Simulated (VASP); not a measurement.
# Ti4O5 (I4/m) in VASP: single point with PBEsol

Aim: the single point of Ti4O5 with PBEsol.

Everything below comes from runs of VASP 6.6.1. Logs are shortened: lines on timing, memory, paths and dates and some standing lists are left out, and cuts for length are marked.

## Step 1: The cell of the first run

The structure is tetragonal, space group I4/m (No. 87). The conventional cell has a = 6.871 Å, b = 6.871 Å, c = 4.329 Å, α = 90.00°, β = 90.00°, γ = 90.00°. Within 2.8 Å of Ti (site symmetry m) lie 6 O at 2.09 to 2.23 Å. Within 3.2 Å of O (site symmetry m) lie 5 Ti at 2.16 to 2.23 Å and 12 O at 2.93 to 3.17 Å. Within 2.8 Å of O (site symmetry 4/m) lie 4 Ti at 2.09 Å.

## Step 2: Single point, PBEsol (strain +0.050 along x and y, +0.050 along z)

Contents of INCAR:

```
  ALGO = Fast
  EDIFF = 1E-6
  ENCUT = 520
  GGA = PS
  ISIF = 2
  ISMEAR = 0
  LASPH = True
  LCHARG = False
  LREAL = False
  LWAVE = False
  NBANDS = 49
  NELM = 100
  PREC = Accurate
  SIGMA = 0.15
```

Contents of KPOINTS:

```
k-points
0
Gamma
  12 12 12
```

Contents of POSCAR:

```
Ti4O5
1.0
   -3.4355781786      3.4355781786      2.1646231053
    3.4355781786     -3.4355781786      2.1646231053
    3.4355781786      3.4355781786     -2.1646231053
Ti O
4 5
Direct
    0.6070478066      0.2153590663      0.8224068729
    0.2153590663      0.3929521934      0.6083112597
    0.7846409337      0.6070478066      0.3916887403
    0.3929521934      0.7846409337      0.1775931271
    0.9080872218      0.3075578076      0.2156450294
    0.3075578076      0.0919127782      0.3994705858
    0.6924421924      0.9080872218      0.6005294142
    0.0919127782      0.6924421924      0.7843549706
    0.5000000000      0.5000000000      0.0000000000
```

Potentials or basis: VASP PAW PBE potentials, release 64 (Ti_sv, O).

Launch:

```console
$ cat potpaw_PBE.64/Ti_sv/POTCAR potpaw_PBE.64/O/POTCAR > POTCAR
$ mpirun -np 1 vasp_std > vasp.out
```

OUTCAR:

```text
EDIFF = 1E-6
   ENCUT = 520
   GGA = PS
   ISIF = 2
   ISMEAR = 0
   LASPH = True
   LREAL = False
   NELM = 100
   PREC = Accurate

 ion  position               nearest neighbor table
   1  0.607  0.215  0.822-   9 2.09   5 2.16   8 2.17   8 2.17   7 2.19   6 2.23
   2  0.215  0.393  0.608-   9 2.09   6 2.16   7 2.17   7 2.17   5 2.19   8 2.23
   3  0.785  0.607  0.392-   9 2.09   7 2.16   6 2.17   6 2.17   8 2.19   5 2.23
   4  0.393  0.785  0.178-   9 2.09   8 2.16   5 2.17   5 2.17   6 2.19   7 2.23
   5  0.908  0.308  0.216-   1 2.16   4 2.17   4 2.17   2 2.19   3 2.23
   6  0.308  0.092  0.399-   2 2.16   3 2.17   3 2.17   4 2.19   1 2.23
   7  0.692  0.908  0.601-   3 2.16   2 2.17   2 2.17   1 2.19   4 2.23
   8  0.092  0.692  0.784-   4 2.16   1 2.17   1 2.17   3 2.19   2 2.23
   9  0.500  0.500  0.000-   2 2.09   3 2.09   1 2.09   4 2.09

  LATTYP: Found a body centered tetragonal cell.
 ALAT       =     6.8711563572
 C/A-ratio  =     0.6300607912

  Lattice vectors:

 A1 = (  -3.4355781786,   3.4355781786,   2.1646231053)
 A2 = (   3.4355781786,  -3.4355781786,   2.1646231053)
 A3 = (   3.4355781786,   3.4355781786,  -2.1646231053)

Analysis of symmetry for initial positions (statically):
=====================================================================
 Subroutine PRICEL returns:
 Original cell was already a primitive cell.

 Routine SETGRP: Setting up the symmetry group for a
 body centered tetragonal supercell.

 Subroutine GETGRP returns: Found  8 space group operations
 (whereof  8 operations were pure point group operations)
 out of a pool of 16 trial point group operations.

The static configuration has the point symmetry C_4h.

Analysis of symmetry for dynamics (positions and initial velocities):
=====================================================================
 Subroutine PRICEL returns:
 Original cell was already a primitive cell.

 Routine SETGRP: Setting up the symmetry group for a
 body centered tetragonal supercell.

 Subroutine GETGRP returns: Found  8 space group operations
 (whereof  8 operations were pure point group operations)
 out of a pool of 16 trial point group operations.

The dynamic configuration has the point symmetry C_4h.

 Subroutine INISYM returns: Found  8 space group operations
 (whereof  8 operations are pure point group operations),
 and found     1 'primitive' translations

----------------------------------------------------------------------------------------

                                     Primitive cell

  volume of cell :     102.1979

  direct lattice vectors                    reciprocal lattice vectors
    -3.435578179  3.435578179  2.164623105     0.000000000  0.145535911  0.230987094
     3.435578179 -3.435578179  2.164623105     0.145535911  0.000000000  0.230987094
     3.435578179  3.435578179 -2.164623105     0.145535911  0.145535911  0.000000000

  length of vectors
     5.319021341  5.319021341  5.319021341     0.273012342  0.273012342  0.205818859

  position of ions in fractional coordinates (direct lattice)
     0.607047807  0.215359066  0.822406873
     0.215359066  0.392952193  0.608311260
     0.784640934  0.607047807  0.391688740
     0.392952193  0.784640934  0.177593127
     0.908087222  0.307557808  0.215645029
     0.307557808  0.091912778  0.399470586
     0.692442192  0.908087222  0.600529414
     0.091912778  0.692442192  0.784354971
     0.500000000  0.500000000  0.000000000

  ion indices of the primitive-cell ions
   primitive index   ion index
                 1           1
                 2           2
                 3           3
                 4           4
                 5           5
                 6           6
                 7           7
                 8           8
                 9           9

----------------------------------------------------------------------------------------

 KPOINTS: k-points

Automatic generation of k-mesh.
 Grid dimensions read from file:
 generate k-points for:   12   12   12

 Generating k-lattice:

  Cartesian coordinates                     Fractional coordinates (reciprocal lattice)
     0.000000000  0.012127993  0.019248924     0.083333333  0.000000000 -0.000000000
     0.012127993  0.000000000  0.019248924     0.000000000  0.083333333 -0.000000000
     0.012127993  0.012127993  0.000000000     0.000000000  0.000000000  0.083333333

  Length of vectors
     0.022751028  0.022751028  0.017151572

  Shift w.r.t. Gamma in fractional coordinates (k-lattice)
     0.000000000  0.000000000  0.000000000

 Subroutine IBZKPT returns following result:
 ===========================================

 Found    242 irreducible k-points:

 Following reciprocal coordinates:
            Coordinates               Weight
  0.000000  0.000000  0.000000      1.000000
  0.083333  0.000000 -0.000000      8.000000
  0.166667  0.000000 -0.000000      8.000000
  0.250000  0.000000 -0.000000      8.000000
  0.333333  0.000000  0.000000      8.000000
  0.416667  0.000000 -0.000000      8.000000
[... 16 lines left out ...]
 -0.250000  0.083333  0.000000      8.000000
 -0.083333  0.250000 -0.000000      8.000000
 [... further k-points ...]
   k-points           NKPTS =    242   k-points in BZ     NKDIM =    242   number of bands    NBANDS=     49
   number of dos      NEDOS =    301   number of ions     NIONS =      9
   total plane-waves  NPLWV =  64000
   dimension x,y,z NGX =    40 NGY =   40 NGZ =   40
   dimension x,y,z NGXF=    80 NGYF=   80 NGZF=   80
   ions per type =               4   5
   NGX,Y,Z   is equivalent  to a cutoff of  12.50, 12.50, 12.50 a.u.
   NGXF,Y,Z  is equivalent  to a cutoff of  25.00, 25.00, 25.00 a.u.
 SYSTEM =  unknown system
   PREC   = accura    normal or accurate (medium, high low for compatibility)
   ISTART =      0    job   : 0-new  1-cont  2-samecut
   ICHARG =      2    charge: 1-file 2-atom 10-const
   ISPIN  =      1    spin polarized calculation?
   LNONCOLLINEAR =      F non collinear calculations
   LSORBIT =      F    spin-orbit coupling
   LASPH  =      T    aspherical Exc in radial PAW
   ENCUT  =  520.0 eV  38.22 Ry    6.18 a.u.   9.89  9.89  9.89*2*pi/ulx,y,z
   NELM   =    100;   NELMIN=  2; NELMDL= -5     # of ELM steps
   EDIFF  = 0.1E-05   stopping-criterion for ELM
   LREAL  =      F    real-space projection
   EDIFFG = 0.1E-04   stopping-criterion for IOM
   NSW    =      0    number of steps for IOM
   IBRION =     -1    ionic relax: 0-MD 1-quasi-New 2-CG
   NFREE  =      0    steps in history (QN), initial steepest desc. (CG)
   ISIF   =      2    stress and relaxation
   ISYM   =      2    0-nonsym 1-usesym 2-fastsym
   POTIM  = 0.5000    time-step for ionic-motion
   TEBEG  =    0.0;   TEEND  =   0.0 temperature during run
   PSTRESS=    0.0 pullay stress
   NELECT =      78.0000    total number of electrons
   NUPDOWN=      -1.0000    fix difference up-down
   EMIN   =  10.00;   EMAX   =-10.00  energy-range for DOS
   EFERMI =   0.00;   METHOD = LEGACY
   ISMEAR =     0;   SIGMA  =   0.15  broadening in eV -4-tet -1-fermi 0-gaus
   EFERMI_NEDOS =   21; number of points for ismear=-14 and -15
   IALGO  =     68    algorithm
   IMIX   =      4    mixing-type and parameters
     AMIX     =   0.40;   BMIX     =  1.00
     AMIX_MAG =   1.60;   BMIX_MAG =  1.00
  volume/ion in A,a.u.               =      11.36        76.63
  Fermi-wavevector in a.u.,A,eV,Ry     =   1.496095  2.827209 30.453906  2.238299
  Thomas-Fermi vector in A             =   2.608155
   LORBIT       =      0    0 simple, 1 ext, 2 COOP (PROOUT), +10 PAW based schemes
   GGA     = PS    functional components
   LHFCALC =     F    Hartree Fock is set to
   AEXX    =    0.0000 exact exchange contribution
   IVDW    =     0    specifies the selected vdW correction
   LEPSILON=     F    determine dielectric tensor
   LRPA    =     F    only Hartree local field effects (RPA)
 non-spin polarized calculation
 RMM-DIIS sequential band-by-band and
 Gauss-broadening in eV      SIGMA  =   0.15
  energy-cutoff  :      520.00
  volume of cell :      102.20
 maximum number of plane-waves:      2769
   NGX = 19   NGY = 19   NGZ = 19

 number of electron      77.9999998 magnetization

 Free energy of the ion-electron system (eV)
  ---------------------------------------------------
  ext. energy  EPLUGINS =         0.00000000
  ---------------------------------------------------
  free energy    TOTEN  =       -83.75612485 eV

  energy without entropy =      -83.70593379  energy(sigma->0) =      -83.73102932

 E-fermi :   8.4892     XC(G=0): -11.8019

 val. band max:        8.4837904407   @ k =  -0.3333   0.4167   0.3333
 cond. band min:       8.4913104964   @ k =  -0.2500   0.0833   0.0000
 fundamental gap:      0.0075200557
 Fermi energy:         8.4891538636

 k-point     1 :       0.0000    0.0000    0.0000
  band No.  band energies     occupation
      1     -49.5998      2.00000
      2     -49.5312      2.00000
      3     -49.5244      2.00000
      4     -49.5244      2.00000
      5     -26.1721      2.00000
      6     -26.0650      2.00000
[... 41 lines left out ...]
     48      10.0591      0.00000
     49      10.1932      0.00000

 k-point     2 :       0.0833    0.0000   -0.0000
  band No.  band energies     occupation
      1     -49.5982      2.00000
      2     -49.5325      2.00000
      3     -49.5251      2.00000
      4     -49.5239      2.00000
      5     -26.1727      2.00000
      6     -26.0745      2.00000
[... 41 lines left out ...]
     48      10.1440      0.00000
     49      10.2671      0.00000

 k-point     3 :       0.1667    0.0000   -0.0000
  band No.  band energies     occupation
      1     -49.5935      2.00000
      2     -49.5353      2.00000
      3     -49.5272      2.00000
      4     -49.5235      2.00000
      5     -26.1757      2.00000
      6     -26.0911      2.00000
[... 1081 lines left out ...]
     48      10.2244      0.00000
     49      10.7279      0.00000

 k-point    24 :      -0.0833    0.2500   -0.0000
  band No.  band energies     occupation
      1     -49.5907      2.00000
      2     -49.5397      2.00000
      3     -49.5270      2.00000
      4     -49.5220      2.00000
      5     -26.1760      2.00000
      6     -26.0973      2.00000
[... 41 lines left out ...]
     48      10.1576      0.00000
     49      10.9744      0.00000

 [... further k-points ...]

------------------------ aborting loop because EDIFF is reached ----------------------------------------

  FORCE on cell =-STRESS in cart. coord.  units (eV):
  Direction    XX          YY          ZZ          XY          YZ          ZX
  --------------------------------------------------------------------------------------
  -------------------------------------------------------------------------------------
  Total      -16.5904772    -16.5904772    -16.0304125     -0.0000001     -0.0000000      0.0000000
  in kB     -260.0923083   -260.0923083   -251.3120588     -0.0000010     -0.0000000      0.0000000
  external PRESSURE =    -257.1655584 kB  Pullay stress =       0.0000000 kB

 VOLUME and BASIS-vectors are now :
 -----------------------------------------------------------------------------
  energy-cutoff  :      520.00
  volume of cell :      102.20
      direct lattice vectors                 reciprocal lattice vectors
    -3.435578179  3.435578179  2.164623105     0.000000000  0.145535911  0.230987094
     3.435578179 -3.435578179  2.164623105     0.145535911  0.000000000  0.230987094
     3.435578179  3.435578179 -2.164623105     0.145535911  0.145535911  0.000000000

 POSITION                                       TOTAL-FORCE (eV/Angst)
 -----------------------------------------------------------------------------------
      1.47977      4.17112      0.00000         0.195339     -0.052874     -0.000000
      2.70004      1.47977      0.00000         0.052874      0.195339      0.000000
      0.73554      1.95581      2.16462        -0.052874     -0.195339      0.000000
      1.95581     -0.73554      2.16462        -0.195339      0.052874      0.000000
     -1.32230      2.80403      2.16462         0.529793     -0.334304      0.000000
      0.63155      2.11328     -0.00000         0.334304      0.529793      0.000000
      2.80403      1.32230      2.16462        -0.334304     -0.529793     -0.000000
      4.75788      0.63155      0.00000        -0.529793      0.334304     -0.000000
      0.00000      0.00000      2.16462        -0.000000     -0.000000     -0.000000
 -----------------------------------------------------------------------------------
    total drift:                                0.000000      0.000000      0.000000

  FREE ENERGIE OF THE ION-ELECTRON SYSTEM (eV)
  ---------------------------------------------------
  free  energy   TOTEN  =       -83.7561248503 eV

  energy  without entropy=      -83.7059337887  energy(sigma->0) =      -83.73102932
```

Run time: 1.9 h. Hardware: 1 thread of Oxide Virtual Turin-like, shared host; peak memory 0.85 GiB.

Results:

```yaml
Free_energy: -83.7561 eV
Pressure: -25.7 GPa
Largest_force: 0.626 eV/Å
Band_gap_on_the_k_mesh: zero (bands 39 and 40 overlap by 0.99 eV)
```

Forces in eV/Å, atoms in the order of the input:
```
Ti   0.195 -0.053  0.000
Ti   0.053  0.195  0.000
Ti  -0.053 -0.195  0.000
Ti  -0.195  0.053  0.000
O    0.530 -0.334  0.000
O    0.334  0.530  0.000
O   -0.334 -0.530  0.000
O   -0.530  0.334  0.000
O    0.000  0.000  0.000
```

Stress tensor (GPa, compression positive):
```
-26.01   0.00   0.00
  0.00 -26.01   0.00
  0.00   0.00 -25.13
```

Levels at points of the mesh, in eV from the Fermi level:
```tsv
k point	band 37	band 38	band 39	band 40	band 41	band 42
(0.00, 0.00, 0.00)	-0.94	-0.94	-0.59	-0.14	0.07	0.45
(0.50, 0.00, 0.00)	-0.86	0.11	0.19	0.46	0.60	0.67
(0.50, 0.50, 0.00)	-2.19	-1.15	-0.50	0.03	0.12	0.55
(0.50, 0.50, 0.50)	-2.18	-1.77	-1.17	-0.54	-0.54	1.04
```

Caveat: the cell differs from its parent crystal (strain +0.050 along x and y, +0.050 along z); the cell stands under tension; the PAW data sets were made with another functional, which shifts forces and pressure a little; semilocal functionals often make such compounds metallic where correlation or magnetic order opens a gap, which also shifts bond lengths.
